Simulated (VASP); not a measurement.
# LuCl3NH3 in VASP: single point with PBE

Aim: the single point of LuCl3NH3 with PBE.

All numbers are computed with VASP 6.6.1; they aren't measurements. Logs are shortened: lines on timing, memory, paths and dates and some standing lists are left out, and cuts for length are marked.

**1. The cell of the first run**

The cell holds a molecule in a box, 8 atoms: a = 12.110 Å, b = 12.110 Å, c = 12.110 Å, α = 90.00°, β = 90.00°, γ = 90.00°.

**2. Single point, PBE**

INCAR reads:

```
SYSTEM = LuH3NCl3
PREC = Accurate ; ENCUT = 520
EDIFF = 1E-6 ; ISMEAR = 0
SIGMA = 0.01 ; LREAL = .FALSE.
LASPH = .TRUE. ; NELM = 100
ALGO = Normal ; ISIF = 2
LWAVE = .FALSE. ; LCHARG = .FALSE.
GGA = PE ; NBANDS = 37
```

KPOINTS reads:

```
regular mesh
0
G
  1 1 1
  0 0 0
```

POSCAR reads:

```
LuH3NCl3
1.0
   12.1100000000      0.0000000000      0.0000000000
    0.0000000000     12.1100000000      0.0000000000
    0.0000000000      0.0000000000     12.1100000000
Lu Cl N H
1 3 1 3
Direct
    0.5356284100      0.4643311300      0.5356284100
    0.6283658100      0.6177605300      0.6283658100
    0.3821990100      0.3715937200      0.6283658100
    0.6283658100      0.3715937200      0.3821990100
    0.4220759700      0.5778835700      0.4220759700
    0.3715937200      0.6283658100      0.4674327000
    0.4674327000      0.6283658100      0.3715937200
    0.3715937200      0.5325268400      0.3715937200
```

Potentials or basis: VASP PAW PBE potentials, release 64 (Lu, Cl, N, H).

Launch:

```console
> cat potpaw_PBE.64/Lu/POTCAR potpaw_PBE.64/Cl/POTCAR potpaw_PBE.64/N/POTCAR potpaw_PBE.64/H/POTCAR > POTCAR
> mpirun -np 1 vasp_gam > vasp.out
```

OUTCAR:

```text
SYSTEM = LuH3NCl3
   PREC = Accurate
   ENCUT = 520
   EDIFF = 1E-6
   ISMEAR = 0
   LREAL = .FALSE.
   LASPH = .TRUE.
   NELM = 100
   ISIF = 2
   GGA = PE

 ion  position               nearest neighbor table
   1  0.536  0.464  0.536-   5 2.38   2 2.44   4 2.44   3 2.44
   2  0.628  0.618  0.628-   1 2.44
   3  0.382  0.372  0.628-   1 2.44
   4  0.628  0.372  0.382-   1 2.44
   5  0.422  0.578  0.422-   6 1.02   7 1.02   8 1.02   1 2.38
   6  0.372  0.628  0.467-   5 1.02
   7  0.467  0.628  0.372-   5 1.02
   8  0.372  0.533  0.372-   5 1.02

  LATTYP: Found a simple cubic cell.
 ALAT       =    12.1100000000

  Lattice vectors:

 A1 = (  12.1100000000,   0.0000000000,   0.0000000000)
 A2 = (   0.0000000000,  12.1100000000,   0.0000000000)
 A3 = (   0.0000000000,   0.0000000000,  12.1100000000)

Analysis of symmetry for initial positions (statically):
=====================================================================
 Subroutine PRICEL returns:
 Original cell was already a primitive cell.

 Routine SETGRP: Setting up the symmetry group for a
 simple cubic supercell.

 Subroutine GETGRP returns: Found  6 space group operations
 (whereof  2 operations were pure point group operations)
 out of a pool of 48 trial point group operations.

The static configuration has the point symmetry C_1h.
 The point group associated with its full space group is C_3v.

Analysis of symmetry for dynamics (positions and initial velocities):
=====================================================================
 Subroutine PRICEL returns:
 Original cell was already a primitive cell.

 Routine SETGRP: Setting up the symmetry group for a
 simple cubic supercell.

 Subroutine GETGRP returns: Found  6 space group operations
 (whereof  2 operations were pure point group operations)
 out of a pool of 48 trial point group operations.

The dynamic configuration has the point symmetry C_1h.
 The point group associated with its full space group is C_3v.

 Subroutine INISYM returns: Found  6 space group operations
 (whereof  2 operations are pure point group operations),
 and found     1 'primitive' translations

----------------------------------------------------------------------------------------

                                     Primitive cell

  volume of cell :    1775.9569

[... 80 lines left out ...]
   IBRION =     -1    ionic relax: 0-MD 1-quasi-New 2-CG
   NFREE  =      0    steps in history (QN), initial steepest desc. (CG)
   ISIF   =      2    stress and relaxation
   ISYM   =      2    0-nonsym 1-usesym 2-fastsym
   POTIM  = 0.5000    time-step for ionic-motion
   TEBEG  =    0.0;   TEEND  =   0.0 temperature during run
   PSTRESS=    0.0 pullay stress
   NELECT =      54.0000    total number of electrons
   NUPDOWN=      -1.0000    fix difference up-down
   EMIN   =  10.00;   EMAX   =-10.00  energy-range for DOS
   EFERMI =   0.00;   METHOD = LEGACY
   ISMEAR =     0;   SIGMA  =   0.01  broadening in eV -4-tet -1-fermi 0-gaus
   EFERMI_NEDOS =   21; number of points for ismear=-14 and -15
   IALGO  =     38    algorithm
   IMIX   =      4    mixing-type and parameters
     AMIX     =   0.40;   BMIX     =  1.00
     AMIX_MAG =   1.60;   BMIX_MAG =  1.00
  volume/ion in A,a.u.               =     221.99      1498.09
  Fermi-wavevector in a.u.,A,eV,Ry     =   0.510970  0.965593  3.552348  0.261090
  Thomas-Fermi vector in A             =   1.524234
   LORBIT       =      0    0 simple, 1 ext, 2 COOP (PROOUT), +10 PAW based schemes
   GGA     = PE    functional components
   LHFCALC =     F    Hartree Fock is set to
   AEXX    =    0.0000 exact exchange contribution
   IVDW    =     0    specifies the selected vdW correction
   LEPSILON=     F    determine dielectric tensor
   LRPA    =     F    only Hartree local field effects (RPA)
 non-spin polarized calculation
 Gauss-broadening in eV      SIGMA  =   0.01
  energy-cutoff  :      520.00
  volume of cell :     1775.96
 maximum number of plane-waves:     23917
 NGX is ok and might be reduce to    90
   NGX = 45   NGY = 45   NGZ = 45

 number of electron      53.9999980 magnetization

 Free energy of the ion-electron system (eV)
  ---------------------------------------------------
  ext. energy  EPLUGINS =         0.00000000
  ---------------------------------------------------
  free energy    TOTEN  =       -37.83716923 eV

  energy without entropy =      -37.83716923  energy(sigma->0) =      -37.83716923

 E-fermi :  -6.6130     XC(G=0):  -1.2424

 val. band max:       -6.6856470805   @ k =   0.0000   0.0000   0.0000
 cond. band min:      -1.5604894408   @ k =   0.0000   0.0000   0.0000
 fundamental gap:      5.1251576398
 Fermi energy:        -6.6130190591

 k-point     1 :       0.0000    0.0000    0.0000
  band No.  band energies     occupation
      1     -60.6601      2.00000
      2     -31.5188      2.00000
      3     -31.3535      2.00000
      4     -31.3535      2.00000
      5     -23.3977      2.00000
      6     -18.9708      2.00000
[... 29 lines left out ...]
     36       0.4279      0.00000
     37       0.7920      0.00000

------------------------ aborting loop because EDIFF is reached ----------------------------------------

  FORCE on cell =-STRESS in cart. coord.  units (eV):
  Direction    XX          YY          ZZ          XY          YZ          ZX
  --------------------------------------------------------------------------------------
  -------------------------------------------------------------------------------------
  Total       -0.7759575     -0.7759575     -0.7759575     -0.1920292     -0.1920292      0.1920292
  in kB       -0.7000291     -0.7000291     -0.7000291     -0.1732389     -0.1732389      0.1732389
  external PRESSURE =      -0.7000291 kB  Pullay stress =       0.0000000 kB

 VOLUME and BASIS-vectors are now :
 -----------------------------------------------------------------------------
  energy-cutoff  :      520.00
  volume of cell :     1775.96
      direct lattice vectors                 reciprocal lattice vectors
    12.110000000  0.000000000  0.000000000     0.082576383  0.000000000  0.000000000
     0.000000000 12.110000000  0.000000000     0.000000000  0.082576383  0.000000000
     0.000000000  0.000000000 12.110000000     0.000000000  0.000000000  0.082576383

 POSITION                                       TOTAL-FORCE (eV/Angst)
 -----------------------------------------------------------------------------------
      6.48646      5.62305      6.48646        -0.085109      0.085109     -0.085109
      7.60951      7.48108      7.60951        -0.084696     -0.198413     -0.084696
      4.62843      4.50000      7.60951         0.198413      0.084696     -0.084696
      7.60951      4.50000      4.62843        -0.084696      0.084696      0.198413
      5.11134      6.99817      5.11134        -0.021014      0.021014     -0.021014
      4.50000      7.60951      5.66061         0.020701     -0.020701      0.035698
      5.66061      7.60951      4.50000         0.035698     -0.020701      0.020701
      4.50000      6.44890      4.50000         0.020701     -0.035698      0.020701
 -----------------------------------------------------------------------------------
    total drift:                               -0.000378      0.000673     -0.000378

  FREE ENERGIE OF THE ION-ELECTRON SYSTEM (eV)
  ---------------------------------------------------
  free  energy   TOTEN  =       -37.8371692292 eV

  energy  without entropy=      -37.8371692292  energy(sigma->0) =      -37.83716923
```

stdout:

```text
POSCAR found type information on POSCAR LuClN H
 POSCAR found :  4 types and       8 ions
 scaLAPACK will be used
 LDA part: xc-table for (Slater+PW92), standard interpolation
 POSCAR, INCAR and KPOINTS ok, starting setup
 FFT: planning ... GRIDC
 FFT: planning ... GRID_SOFT
 FFT: planning ... GRID
 WAVECAR not read
 entering main loop
```

Run time: 5.6 min. Hardware: 1 thread of Intel Xeon 8259CL, shared host; peak memory 1.3 GiB.

What came out:

| Property | Result |
| --- | --- |
| Free energy | -37.8372 eV |
| Largest force | 0.232 eV/Å |
| Gap between the frontier levels | 5.13 eV |

Forces in eV/Å, atoms in the order of the input:
```
Lu  -0.085  0.085 -0.085
Cl  -0.085 -0.198 -0.085
Cl   0.198  0.085 -0.085
Cl  -0.085  0.085  0.198
N   -0.021  0.021 -0.021
H    0.021 -0.021  0.036
H    0.036 -0.021  0.021
H    0.021 -0.036  0.021
```

Caveat: spin-orbit coupling is left out, which moves the levels of the heavy elements.
